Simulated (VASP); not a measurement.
# MgO (MgO (Fm-3m)) (Fm-3m) in VASP: single point with PBE

Aim: the single point of MgO (MgO (Fm-3m)) with PBE.

Program: VASP 6.6.1. These are calculated values, not measurements. Logs are shortened: lines on timing, memory, paths and dates and some standing lists are left out, and cuts for length are marked.

**1. The cell of the first run**

Symmetry: Fm-3m, No. 225, cubic system. The conventional cell has a = 4.254 Å, b = 4.254 Å, c = 4.254 Å, α = 90.00°, β = 90.00°, γ = 90.00°. Within 2.8 Å of Mg (site symmetry m-3m) lie 6 O at 2.13 Å. Within 2.8 Å of O (site symmetry m-3m) lie 6 Mg at 2.13 Å.

**2. Single point, PBE**

INCAR

```
SYSTEM = MgO
ALGO = Normal
EDIFF = 1E-6
ENCUT = 600
GGA = PE
GGA_COMPAT = .FALSE.
ISIF = 2
ISMEAR = -1
LASPH = .TRUE.
LCHARG = .FALSE.
LREAL = Auto
LWAVE = .FALSE.
NBANDS = 86
NELM = 120
PREC = Accurate
SIGMA = 0.01
```

KPOINTS

```
k-points
0
G
  1 1 1
  0 0 0
```

POSCAR

```
MgO
1.0
   -4.2543812300      4.2543812300      4.2543812300
    4.2543812300     -4.2543812300      4.2543812300
    4.2543812300      4.2543812300     -4.2543812300
Mg O
16 16
Direct
    0.0000000000      0.0000000000      0.0000000000
    0.0000000000      0.2500000000      0.7500000000
    0.0000000000      0.5000000000      0.5000000000
    0.0000000000      0.7500000000      0.2500000000
    0.2500000000      0.0000000000      0.7500000000
    0.2500000000      0.2500000000      0.5000000000
    0.2500000000      0.5000000000      0.2500000000
    0.2500000000      0.7500000000      0.0000000000
    0.5000000000      0.0000000000      0.5000000000
    0.5000000000      0.2500000000      0.2500000000
    0.5000000000      0.5000000000      0.0000000000
    0.5000000000      0.7500000000      0.7500000000
    0.7500000000      0.0000000000      0.2500000000
    0.7500000000      0.2500000000      0.0000000000
    0.7500000000      0.5000000000      0.7500000000
    0.7500000000      0.7500000000      0.5000000000
    0.0000000000      0.0000000000      0.5000000000
    0.0000000000      0.2500000000      0.2500000000
    0.0000000000      0.5000000000      0.0000000000
    0.0000000000      0.7500000000      0.7500000000
    0.2500000000      0.0000000000      0.2500000000
    0.2500000000      0.2500000000      0.0000000000
    0.2500000000      0.5000000000      0.7500000000
    0.2500000000      0.7500000000      0.5000000000
    0.5000000000      0.0000000000      0.0000000000
    0.5000000000      0.2500000000      0.7500000000
    0.5000000000      0.5000000000      0.5000000000
    0.5000000000      0.7500000000      0.2500000000
    0.7500000000      0.0000000000      0.7500000000
    0.7500000000      0.2500000000      0.5000000000
    0.7500000000      0.5000000000      0.2500000000
    0.7500000000      0.7500000000      0.0000000000
```

Potentials or basis: VASP PAW PBE potentials, release 64 (Mg, O).

Launch:

```sh
$ cat potpaw_PBE.64/Mg/POTCAR potpaw_PBE.64/O/POTCAR > POTCAR
$ mpirun -np 1 vasp_gam > vasp.out
```

OUTCAR:

```text
SYSTEM = MgO
   EDIFF = 1E-6
   ENCUT = 600
   GGA = PE
   ISIF = 2
   ISMEAR = -1
   LASPH = .TRUE.
   LREAL = Auto
   NELM = 120
   PREC = Accurate

 ion  position               nearest neighbor table
   1  0.000  0.000  0.000-  18 2.13  20 2.13  21 2.13  22 2.13  29 2.13  32 2.13  10 3.01  13 3.01
                            14 3.01   2 3.01   4 3.01   5 3.01   6 3.01   7 3.01   8 3.01  16 3.01
   2  0.000  0.250  0.750-  17 2.13  19 2.13  22 2.13  23 2.13  29 2.13  30 2.13  11 3.01  14 3.01
                            15 3.01   1 3.01   3 3.01   5 3.01   6 3.01   7 3.01   8 3.01  13 3.01
   3  0.000  0.500  0.500-  18 2.13  20 2.13  23 2.13  24 2.13  30 2.13  31 2.13  12 3.01  15 3.01
                            16 3.01   2 3.01   4 3.01   5 3.01   6 3.01   7 3.01   8 3.01  14 3.01
   4  0.000  0.750  0.250-  17 2.13  19 2.13  21 2.13  24 2.13  31 2.13  32 2.13   9 3.01  13 3.01
                            16 3.01   1 3.01   3 3.01   5 3.01   6 3.01   7 3.01   8 3.01  15 3.01
   5  0.250  0.000  0.750-  17 2.13  20 2.13  22 2.13  24 2.13  25 2.13  26 2.13  11 3.01  12 3.01
                            14 3.01   1 3.01   2 3.01   6 3.01   8 3.01   9 3.01  10 3.01   4 3.01
   6  0.250  0.250  0.500-  17 2.13  18 2.13  21 2.13  23 2.13  26 2.13  27 2.13  11 3.01  12 3.01
                            15 3.01   2 3.01   3 3.01   5 3.01   7 3.01   9 3.01  10 3.01   1 3.01
   7  0.250  0.500  0.250-  18 2.13  19 2.13  22 2.13  24 2.13  27 2.13  28 2.13  11 3.01  12 3.01
                            16 3.01   3 3.01   4 3.01   6 3.01   8 3.01   9 3.01  10 3.01   2 3.01
   8  0.250  0.750  0.000-  19 2.13  20 2.13  21 2.13  23 2.13  25 2.13  28 2.13  11 3.01  12 3.01
                            13 3.01   1 3.01   4 3.01   5 3.01   7 3.01   9 3.01  10 3.01   3 3.01
   9  0.500  0.000  0.500-  21 2.13  24 2.13  26 2.13  28 2.13  29 2.13  30 2.13  14 3.01  15 3.01
                            16 3.01   2 3.01   5 3.01   6 3.01  10 3.01  12 3.01  13 3.01   8 3.01
  10  0.500  0.250  0.250-  21 2.13  22 2.13  25 2.13  27 2.13  30 2.13  31 2.13  14 3.01  15 3.01
                            16 3.01   3 3.01   6 3.01   7 3.01   9 3.01  11 3.01  13 3.01   5 3.01
  11  0.500  0.500  0.000-  22 2.13  23 2.13  26 2.13  28 2.13  31 2.13  32 2.13  14 3.01  15 3.01
                            16 3.01   4 3.01   7 3.01   8 3.01  10 3.01  12 3.01  13 3.01   6 3.01
  12  0.500  0.750  0.750-  23 2.13  24 2.13  25 2.13  27 2.13  29 2.13  32 2.13  14 3.01  15 3.01
                            16 3.01   1 3.01   5 3.01   8 3.01   9 3.01  11 3.01  13 3.01   7 3.01
  13  0.750  0.000  0.250-  17 2.13  18 2.13  25 2.13  28 2.13  30 2.13  32 2.13  10 3.01  14 3.01
                            16 3.01   1 3.01   2 3.01   3 3.01   4 3.01   6 3.01   9 3.01  12 3.01
  14  0.750  0.250  0.000-  18 2.13  19 2.13  25 2.13  26 2.13  29 2.13  31 2.13  11 3.01  13 3.01
                            15 3.01   1 3.01   2 3.01   3 3.01   4 3.01   7 3.01  10 3.01   9 3.01
  15  0.750  0.500  0.750-  19 2.13  20 2.13  26 2.13  27 2.13  30 2.13  32 2.13  12 3.01  14 3.01
                            16 3.01   1 3.01   2 3.01   3 3.01   4 3.01   8 3.01  11 3.01  10 3.01
  16  0.750  0.750  0.500-  17 2.13  20 2.13  27 2.13  28 2.13  29 2.13  31 2.13  12 3.01  13 3.01
                            15 3.01   1 3.01   2 3.01   3 3.01   4 3.01   5 3.01   9 3.01  11 3.01
  17  0.000  0.000  0.500-   2 2.13   4 2.13   5 2.13   6 2.13  13 2.13  16 2.13
  18  0.000  0.250  0.250-   1 2.13   3 2.13   6 2.13   7 2.13  13 2.13  14 2.13
  19  0.000  0.500  0.000-   2 2.13   4 2.13   7 2.13   8 2.13  14 2.13  15 2.13
  20  0.000  0.750  0.750-   1 2.13   3 2.13   5 2.13   8 2.13  15 2.13  16 2.13
  21  0.250  0.000  0.250-   1 2.13   4 2.13   6 2.13   8 2.13   9 2.13  10 2.13
  22  0.250  0.250  0.000-   1 2.13   2 2.13   5 2.13   7 2.13  10 2.13  11 2.13
[... 8 lines left out ...]
  31  0.750  0.500  0.250-   3 2.13   4 2.13  10 2.13  11 2.13  14 2.13  16 2.13
  32  0.750  0.750  0.000-   1 2.13   4 2.13  11 2.13  12 2.13  13 2.13  15 2.13

  LATTYP: Found a body centered cubic cell.
 ALAT       =     8.5087624600

  Lattice vectors:

 A1 = (  -4.2543812300,   4.2543812300,   4.2543812300)
 A2 = (   4.2543812300,  -4.2543812300,   4.2543812300)
 A3 = (   4.2543812300,   4.2543812300,  -4.2543812300)

Analysis of symmetry for initial positions (statically):
=====================================================================
 Subroutine PRICEL returns following result:

  LATTYP: Found a face centered cubic cell.
 ALAT       =     4.2543812300

  Lattice vectors:

 A1 = (   2.1271906150,  -2.1271906150,   0.0000000000)
 A2 = (   0.0000000000,  -2.1271906150,  -2.1271906150)
 A3 = (   2.1271906150,   0.0000000000,  -2.1271906150)

  16 primitive cells build up your supercell.

 Routine SETGRP: Setting up the symmetry group for a
 body centered cubic supercell.

 Subroutine GETGRP returns: Found 48 space group operations
 (whereof 48 operations were pure point group operations)
 out of a pool of 48 trial point group operations.

The static configuration has the point symmetry O_h .

Analysis of symmetry for dynamics (positions and initial velocities):
=====================================================================
 Subroutine PRICEL returns following result:

  LATTYP: Found a face centered cubic cell.
 ALAT       =     4.2543812300

  Lattice vectors:

 A1 = (   2.1271906150,  -2.1271906150,   0.0000000000)
 A2 = (   0.0000000000,  -2.1271906150,  -2.1271906150)
 A3 = (   2.1271906150,   0.0000000000,  -2.1271906150)

  16 primitive cells build up your supercell.

 Routine SETGRP: Setting up the symmetry group for a
 body centered cubic supercell.

 Subroutine GETGRP returns: Found 48 space group operations
 (whereof 48 operations were pure point group operations)
 out of a pool of 48 trial point group operations.

The dynamic configuration has the point symmetry O_h .

 Subroutine INISYM returns: Found 48 space group operations
 (whereof 48 operations are pure point group operations),
 and found    16 'primitive' translations

----------------------------------------------------------------------------------------

                                     Primitive cell

  volume of cell :      19.2508

  direct lattice vectors                    reciprocal lattice vectors
     2.127190615 -2.127190615  0.000000000     0.235051808 -0.235051808  0.235051808
     0.000000000 -2.127190615 -2.127190615    -0.235051808 -0.235051808 -0.235051808
     2.127190615  0.000000000 -2.127190615     0.235051808  0.235051808 -0.235051808

  length of vectors
     3.008301817  3.008301817  3.008301817     0.407121674  0.407121674  0.407121674

  position of ions in fractional coordinates (direct lattice)
     0.000000000  0.000000000  0.000000000
     0.500000000  0.500000000  0.500000000

  ion indices of the primitive-cell ions
   primitive index   ion index
                 1           1
                 2          29

----------------------------------------------------------------------------------------

 KPOINTS: k-points

Automatic generation of k-mesh.
 Grid dimensions read from file:
 generate k-points for:    1    1    1

 Generating k-lattice:

  Cartesian coordinates                     Fractional coordinates (reciprocal lattice)
     0.000000000  0.117525904  0.117525904     1.000000000  0.000000000  0.000000000
     0.117525904  0.000000000  0.117525904     0.000000000  1.000000000  0.000000000
     0.117525904  0.117525904  0.000000000     0.000000000  0.000000000  1.000000000

  Length of vectors
     0.166206727  0.166206727  0.166206727

  Shift w.r.t. Gamma in fractional coordinates (k-lattice)
     0.000000000  0.000000000  0.000000000

 Subroutine IBZKPT returns following result:
 ===========================================

 Found      1 irreducible k-points:

 Following reciprocal coordinates:
            Coordinates               Weight
  0.000000  0.000000  0.000000      1.000000
   k-points           NKPTS =      1   k-points in BZ     NKDIM =      1   number of bands    NBANDS=     86
   number of dos      NEDOS =    301   number of ions     NIONS =     32
   total plane-waves  NPLWV = 216000
   dimension x,y,z NGX =    60 NGY =   60 NGZ =   60
   dimension x,y,z NGXF=   120 NGYF=  120 NGZF=  120
   ions per type =              16  16
   NGX,Y,Z   is equivalent  to a cutoff of  13.54, 13.54, 13.54 a.u.
   NGXF,Y,Z  is equivalent  to a cutoff of  27.07, 27.07, 27.07 a.u.
 SYSTEM =  MgO
   PREC   = accura    normal or accurate (medium, high low for compatibility)
   ISTART =      0    job   : 0-new  1-cont  2-samecut
   ICHARG =      2    charge: 1-file 2-atom 10-const
   ISPIN  =      1    spin polarized calculation?
   LNONCOLLINEAR =      F non collinear calculations
   LSORBIT =      F    spin-orbit coupling
   LASPH  =      T    aspherical Exc in radial PAW
   ENCUT  =  600.0 eV  44.10 Ry    6.64 a.u.  14.72 14.72 14.72*2*pi/ulx,y,z
   NELM   =    120;   NELMIN=  2; NELMDL= -5     # of ELM steps
   EDIFF  = 0.1E-05   stopping-criterion for ELM
   LREAL  =      T    real-space projection
   EDIFFG = 0.1E-04   stopping-criterion for IOM
   NSW    =      0    number of steps for IOM
   IBRION =     -1    ionic relax: 0-MD 1-quasi-New 2-CG
   NFREE  =      0    steps in history (QN), initial steepest desc. (CG)
   ISIF   =      2    stress and relaxation
   ISYM   =      2    0-nonsym 1-usesym 2-fastsym
   POTIM  = 0.5000    time-step for ionic-motion
   TEBEG  =    0.0;   TEEND  =   0.0 temperature during run
   PSTRESS=    0.0 pullay stress
   NELECT =     128.0000    total number of electrons
   NUPDOWN=      -1.0000    fix difference up-down
   EMIN   =  10.00;   EMAX   =-10.00  energy-range for DOS
   EFERMI =   0.00;   METHOD = LEGACY
   ISMEAR =    -1;   SIGMA  =   0.01  broadening in eV -4-tet -1-fermi 0-gaus
   EFERMI_NEDOS =   21; number of points for ismear=-14 and -15
   IALGO  =     38    algorithm
   IMIX   =      4    mixing-type and parameters
     AMIX     =   0.40;   BMIX     =  1.00
     AMIX_MAG =   1.60;   BMIX_MAG =  1.00
  volume/ion in A,a.u.               =       9.63        64.96
  Fermi-wavevector in a.u.,A,eV,Ry     =   1.221673  2.308628 20.306500  1.492486
  Thomas-Fermi vector in A             =   2.356847
   LORBIT       =      0    0 simple, 1 ext, 2 COOP (PROOUT), +10 PAW based schemes
   GGA     = PE    functional components
   LHFCALC =     F    Hartree Fock is set to
   AEXX    =    0.0000 exact exchange contribution
   IVDW    =     0    specifies the selected vdW correction
   LEPSILON=     F    determine dielectric tensor
   LRPA    =     F    only Hartree local field effects (RPA)
 non-spin polarized calculation
  energy-cutoff  :      600.00
  volume of cell :      308.01
 maximum number of plane-waves:      5093
 NGX is ok and might be reduce to    60
   NGX = 29   NGY = 29   NGZ = 29

 number of electron     128.0000054 magnetization

 Free energy of the ion-electron system (eV)
  ---------------------------------------------------
  ext. energy  EPLUGINS =         0.00000000
  ---------------------------------------------------
  free energy    TOTEN  =      -190.04714622 eV

  energy without entropy =     -190.04714622  energy(sigma->0) =     -190.04714622

 E-fermi :   3.2884     XC(G=0): -10.9314

 val. band max:        2.9953440003   @ k =   0.0000   0.0000   0.0000
 cond. band min:       7.4185559241   @ k =   0.0000   0.0000   0.0000
 fundamental gap:      4.4232119238
 Fermi energy:         3.2883762526

 k-point     1 :       0.0000    0.0000    0.0000
  band No.  band energies     occupation
      1     -14.1202      2.00000
      2     -12.9736      2.00000
      3     -12.9736      2.00000
      4     -12.9736      2.00000
      5     -12.9736      2.00000
      6     -12.9736      2.00000
[... 68 lines left out ...]
     75      12.1859      0.00000
     76      12.1859      0.00000
 [bands above 76 left out]

------------------------ aborting loop because EDIFF is reached ----------------------------------------

  FORCE on cell =-STRESS in cart. coord.  units (eV):
  Direction    XX          YY          ZZ          XY          YZ          ZX
  --------------------------------------------------------------------------------------
  -------------------------------------------------------------------------------------
  Total       -2.7825540     -2.7825540     -2.7825540      0.0000000      0.0000000     -0.0000000
  in kB      -14.4738803    -14.4738803    -14.4738803      0.0000000      0.0000000     -0.0000000
  external PRESSURE =     -14.4738803 kB  Pullay stress =       0.0000000 kB

 VOLUME and BASIS-vectors are now :
 -----------------------------------------------------------------------------
  energy-cutoff  :      600.00
  volume of cell :      308.01
      direct lattice vectors                 reciprocal lattice vectors
    -4.254381230  4.254381230  4.254381230     0.000000000  0.117525904  0.117525904
     4.254381230 -4.254381230  4.254381230     0.117525904  0.000000000  0.117525904
     4.254381230  4.254381230 -4.254381230     0.117525904  0.117525904  0.000000000

 POSITION                                       TOTAL-FORCE (eV/Angst)
 -----------------------------------------------------------------------------------
      0.00000      0.00000      0.00000         0.000000     -0.000000      0.000000
      4.25438      2.12719     -2.12719         0.000000     -0.000000     -0.000000
      4.25438      0.00000      0.00000         0.000000     -0.000000     -0.000000
      4.25438     -2.12719      2.12719        -0.000000     -0.000000      0.000000
      2.12719      4.25438     -2.12719         0.000000      0.000000     -0.000000
      2.12719      2.12719      0.00000        -0.000000      0.000000     -0.000000
[... 24 lines left out ...]
      0.00000      2.12719      4.25438        -0.000000     -0.000000     -0.000000
      0.00000      0.00000      6.38157         0.000000     -0.000000      0.000000
 -----------------------------------------------------------------------------------
    total drift:                               -0.000000     -0.000000      0.000000

  FREE ENERGIE OF THE ION-ELECTRON SYSTEM (eV)
  ---------------------------------------------------
  free  energy   TOTEN  =      -190.0471462245 eV

  energy  without entropy=     -190.0471462245  energy(sigma->0) =     -190.04714622
```

Wall time 70 s (1 thread of Intel Xeon Platinum 8488C (Sapphire Rapids), shared host); peak memory 0.45 GiB.

What came out:

```yaml
Free_energy: -190.0471 eV
Pressure: -1.4 GPa
Band_gap_on_the_k_mesh: 4.42 eV
```

Caveat: the k points lie up to 1.04 Å⁻¹ apart.
